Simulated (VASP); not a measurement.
# C (Cmm2) in VASP: a series of runs, part 2 of 2

VASP 6.6.1. The steps go on from the part before.

### 5 Single point, PBE (atom 1 (C) moved +0.270 Å along Cartesian [0 0 1])

INCAR reads:

```
SYSTEM = C
ALGO     = Normal         ! electronic algorithm
EDIFF    = 1E-6           ! SCF threshold, eV
ENCUT    = 520            ! plane-wave cutoff, eV
GGA      = PE             ! functional
ISIF     = 2              ! what is computed and relaxed
ISMEAR   = 0              ! smearing method
LASPH    = .TRUE.         ! aspherical terms in the spheres
LCHARG   = .FALSE.        ! write CHGCAR
LREAL    = .FALSE.        ! projectors in reciprocal space
LWAVE    = .FALSE.        ! write WAVECAR
NBANDS   = 26             ! bands
NELM     = 100            ! most SCF steps
PREC     = Accurate       ! precision mode
SIGMA    = 0.05           ! smearing width, eV
```

KPOINTS reads:

```
k-points
0
G
  6 6 6
  0 0 0
```

POSCAR reads:

```
C
1.0
    3.5668000000      0.0000000000      0.0000000000
    0.0000000000     -3.5668000000      0.0000000000
    0.0000000000      0.0000000000     -3.5668000000
C
8
Direct
    0.5000000000      0.0000000000     -0.0756981047
    0.0000000000      0.5000000000      0.0000000000
    0.0000000000      0.0000000000      0.5000000000
    0.5000000000      0.5000000000      0.5000000000
    0.7500000000      0.7500000000      0.7500000000
    0.2500000000      0.2500000000      0.7500000000
    0.2500000000      0.7500000000      0.2500000000
    0.7500000000      0.2500000000      0.2500000000
```

On the command line:

```
$ cat potpaw_PBE.64/C/POTCAR > POTCAR
$ mpirun -np 1 vasp_std > vasp.out
```

Wall time 22 s (1 thread of Intel Xeon 6975P-C (Granite Rapids), shared host); peak memory 0.17 GiB.

Results (log left out):

```yaml
Free_energy: -71.1723 eV
Pressure: 9.8 GPa
Largest_force: 11.217 eV/Å
Band_gap_on_the_k_mesh: 2.16 eV, direct
```

Forces in eV/Å, atoms in the order of the input:
```
C     0.000   0.000 -11.217
C     0.000   0.000  -1.516
C     0.000   0.000   1.764
C     0.000   0.000   1.764
C     1.521   1.521   2.894
C    -1.521  -1.521   2.894
C     0.188  -0.188   1.709
C    -0.188   0.188   1.709
```

Stress tensor (GPa, compression positive):
```
12.18  4.49  0.00
 4.49 12.18  0.00
 0.00  0.00  4.98
```

Levels at points of the mesh, in eV from the valence-band top:
```tsv
k point	band 12	band 13	band 14	band 15	band 16	band 17	band 18	band 19	band 20	band 21
(0.00, 0.00, 0.00)	-7.11	-6.77	-1.95	-0.86	0.00	2.16	2.51	3.72	3.80	3.85
(0.50, 0.00, 0.00)	-5.59	-5.15	-5.14	-4.68	-4.04	3.01	3.18	7.59	7.70	8.98
(0.00, 0.00, 0.50)	-5.62	-5.61	-5.14	-4.82	-3.98	2.91	3.55	7.48	8.51	9.15
(0.50, 0.50, 0.00)	-8.08	-5.36	-4.21	-3.94	-2.81	5.96	6.33	6.68	7.53	7.65
(0.00, 0.50, 0.50)	-8.19	-4.49	-4.07	-3.64	-3.21	5.27	5.71	7.00	7.03	8.52
(0.50, 0.50, 0.50)	-3.86	-3.81	-3.72	-3.02	-2.15	5.08	5.24	7.24	7.37	7.42
```

Caveat: the cell differs from its parent crystal (atom 1 (C) moved +0.270 Å along Cartesian [0 0 1]); forces of over 1 eV/Å act on the atoms, so gaps and moduli don't describe the material at rest. A k mesh can miss the band edges.

### 6 Single point, PBE (atom 1 (C) moved +0.210 Å along Cartesian [0 0 1])

INCAR reads:

```
SYSTEM = C
  PREC = Accurate
  ENCUT = 520
  EDIFF = 1E-7
  ISMEAR = 0
  SIGMA = 0.05
  LREAL = .False.
  LASPH = .True.
  NELM = 100
  ALGO = Normal
  ISIF = 2
  LWAVE = .False.
  LCHARG = .False.
  GGA = PE
  NBANDS = 26
```

KPOINTS reads:

```
regular mesh
0
Gamma
  6 6 6
  0 0 0
```

Edit POSCAR of step 5 so:

```diff
@@ -8,3 +8,3 @@
 Direct
-    0.5000000000      0.0000000000     -0.0756981047
+    0.5000000000      0.0000000000     -0.0588763037
     0.0000000000      0.5000000000      0.0000000000
```

Potentials or basis: VASP PAW PBE potentials, release 64 (C).

On the command line:

```
$ cat potpaw_PBE.64/C/POTCAR > POTCAR
$ mpirun -np 1 vasp_std > vasp.out
```

It took 22 s on 1 thread of Intel Xeon 6975P-C (Granite Rapids), shared host; peak memory 0.17 GiB.

The run converged. Its results:

| Item | Value |
| --- | --- |
| Free energy | -71.7791 eV |
| Pressure | 7.0 GPa |
| Largest force | 8.973 eV/Å |
| Band gap on the k mesh | 2.73 eV, direct |

Forces in eV/Å, atoms in the order of the input:
```
C    0.000  0.000 -8.973
C    0.000  0.000 -1.196
C    0.000  0.000  1.373
C    0.000  0.000  1.373
C    1.060  1.060  2.233
C   -1.060 -1.060  2.233
C    0.237 -0.237  1.479
C   -0.237  0.237  1.479
```

Stress tensor (GPa, compression positive):
```
8.41 3.08 0.00
3.08 8.41 0.00
0.00 0.00 4.04
```

Levels at points of the mesh, in eV from the valence-band top:
| k point | band 13 | band 14 | band 15 | band 16 | band 17 | band 18 | band 19 | band 20 |
| --- | --- | --- | --- | --- | --- | --- | --- | --- |
| (0.00, 0.00, 0.00) | -6.68 | -1.55 | -0.71 | 0.00 | 2.73 | 3.06 | 3.94 | 3.99 |
| (0.50, 0.00, 0.00) | -4.94 | -4.93 | -4.64 | -4.12 | 3.37 | 3.49 | 8.27 | 8.29 |
| (0.00, 0.00, 0.50) | -5.29 | -5.07 | -4.67 | -4.01 | 3.27 | 3.76 | 8.21 | 9.01 |
| (0.50, 0.50, 0.00) | -4.86 | -3.95 | -3.75 | -2.86 | 6.42 | 6.81 | 6.97 | 7.62 |
| (0.00, 0.50, 0.50) | -4.20 | -3.85 | -3.57 | -3.22 | 5.92 | 6.31 | 7.21 | 7.25 |
| (0.50, 0.50, 0.50) | -3.60 | -3.53 | -3.03 | -2.30 | 5.78 | 5.98 | 7.53 | 7.59 |

Caveat: the cell differs from its parent crystal (atom 1 (C) moved +0.210 Å along Cartesian [0 0 1]); forces of over 1 eV/Å act on the atoms, so gaps and moduli don't describe the material at rest. A k mesh can miss the band edges.

### 7 Single point, PBE (atom 1 (C) moved +0.150 Å along Cartesian [0 0 1])

INCAR reads:

```
SYSTEM = C
PREC     = Accurate       ! precision mode
ENCUT    = 520            ! plane-wave cutoff, eV
EDIFF    = 1E-6           ! SCF threshold, eV
ISMEAR   = 0              ! smearing method
SIGMA    = 0.05           ! smearing width, eV
LREAL    = .False.        ! projectors in reciprocal space
LASPH    = .True.         ! aspherical terms in the spheres
NELM     = 100            ! most SCF steps
ALGO     = Normal         ! electronic algorithm
ISIF     = 2              ! what is computed and relaxed
LWAVE    = .False.        ! write WAVECAR
LCHARG   = .False.        ! write CHGCAR
GGA      = PE             ! functional
NBANDS   = 26             ! bands
```

KPOINTS reads:

```
Automatic mesh
0
Gamma
  6 6 6
  0 0 0
```

Edit POSCAR of step 6 so:

```diff
@@ -8,3 +8,3 @@
 Direct
-    0.5000000000      0.0000000000     -0.0588763037
+    0.5000000000      0.0000000000     -0.0420545026
     0.0000000000      0.5000000000      0.0000000000
```

On the command line:

```
$ cat potpaw_PBE.64/C/POTCAR > POTCAR
$ mpirun -np 1 vasp_std > vasp.out
```

It took 25 s on 1 thread of Intel Xeon 6975P-C (Granite Rapids), shared host; peak memory 0.17 GiB.

It converged, with:

| Quantity | Value |
| --- | --- |
| Free energy | -72.2453 eV |
| Pressure | 4.8 GPa |
| Largest force | 6.541 eV/Å |
| Band gap on the k mesh | 3.34 eV |

Forces on the atoms (eV/Å):
```
C    0.000  0.000 -6.541
C    0.000  0.000 -0.863
C    0.000  0.000  0.981
C    0.000  0.000  0.981
C    0.666  0.666  1.560
C   -0.666 -0.666  1.560
C    0.240 -0.240  1.161
C   -0.240  0.240  1.161
```

Stress tensor (GPa, compression positive):
```
5.51 1.96 0.00
1.96 5.51 0.00
0.00 0.00 3.28
```

Levels at points of the mesh, in eV from the valence-band top:
```csv
k point,band 12,band 13,band 14,band 15,band 16,band 17,band 18,band 19,band 20,band 21
"(0.00, 0.00, 0.00)",-6.81,-6.57,-1.13,-0.53,0.00,3.34,3.61,4.17,4.20,4.29
"(0.50, 0.00, 0.00)",-5.13,-4.71,-4.70,-4.55,-4.18,3.72,3.79,8.92,8.96,9.67
"(0.00, 0.00, 0.50)",-5.15,-4.95,-4.95,-4.51,-4.03,3.63,3.96,8.99,9.47,9.69
"(0.50, 0.50, 0.00)",-7.96,-4.33,-3.68,-3.54,-2.90,6.87,7.22,7.26,7.72,8.52
"(0.00, 0.50, 0.50)",-7.96,-3.89,-3.61,-3.46,-3.19,6.58,6.87,7.44,7.48,9.08
"(0.50, 0.50, 0.50)",-3.41,-3.37,-3.32,-3.00,-2.44,6.52,6.72,7.81,7.84,7.88
```

Caveat: the cell differs from its parent crystal (atom 1 (C) moved +0.150 Å along Cartesian [0 0 1]); forces of over 1 eV/Å act on the atoms, so gaps and moduli don't describe the material at rest. A k mesh can miss the band edges.
